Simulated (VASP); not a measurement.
Here is a VASP 6.6.1 calculation.

Contents of POSCAR:

```
BeTe
1.0
    0.0000000000      2.9134815623      2.8286228760
    2.9134815623      0.0000000000      2.8286228760
    2.9134815623      2.9134815623      0.0000000000
Be Te
1 1
Direct
    0.0000000000      0.0000000000      0.0000000000
    0.2500000000      0.2500000000      0.2500000000
```

Contents of INCAR.step1:

```
SYSTEM = BeTe
  ALGO = Normal
  EDIFF = 1E-4
  ENCUT = 520
  GGA = PE
  ISMEAR = 0
  LASPH = .TRUE.
  LCHARG = .FALSE.
  LREAL = .FALSE.
  LWAVE = .TRUE.
  NBANDS = 11
  NELM = 100
  PREC = Accurate
  SIGMA = 0.01
```

INCAR.step2

```
SYSTEM = BeTe
  ALGO = Normal
  EDIFF = 1E-6
  ENCUT = 520
  ISIF = 2
  ISMEAR = 0
  ISTART = 1
  LASPH = .TRUE.
  LCHARG = .TRUE.
  LELF = .TRUE.
  LMIXTAU = .TRUE.
  LREAL = .FALSE.
  LVHAR = .TRUE.
  LWAVE = .FALSE.
  METAGGA = R2SCAN
  NBANDS = 11
  NELM = 100
  PREC = Accurate
  SIGMA = 0.01
```

The input KPOINTS:

```
k-points
0
G
  8 8 8
  0 0 0
```

Potentials or basis: VASP PAW PBE potentials, release 64 (Be, Te).

Launch:

```sh
$ cat potpaw_PBE.64/Be/POTCAR potpaw_PBE.64/Te/POTCAR > POTCAR
$ cp INCAR.step1 INCAR
$ mpirun -np 1 vasp_std > vasp.out
$ cp INCAR.step2 INCAR
$ mpirun -np 1 vasp_std > vasp.out
```

Problem. Estimate the pressure.

Solution. -3.0 GPa.

Problem. What does it give for the band gap on the k mesh?

Solution. 2.28 eV (least direct gap 3.85 eV).

Stress tensor (GPa, compression positive):
```
-3.58  0.00  0.00
 0.00 -3.58  0.00
 0.00  0.00 -1.90
```

Caveat: the cell differs from its parent crystal (biaxial xy strain +3.0%); the cell stands under tension; the PAW data sets were made with another functional, which shifts forces and pressure a little; spin-orbit coupling is left out, which moves the levels of the heavy elements. A k mesh can miss the band edges.
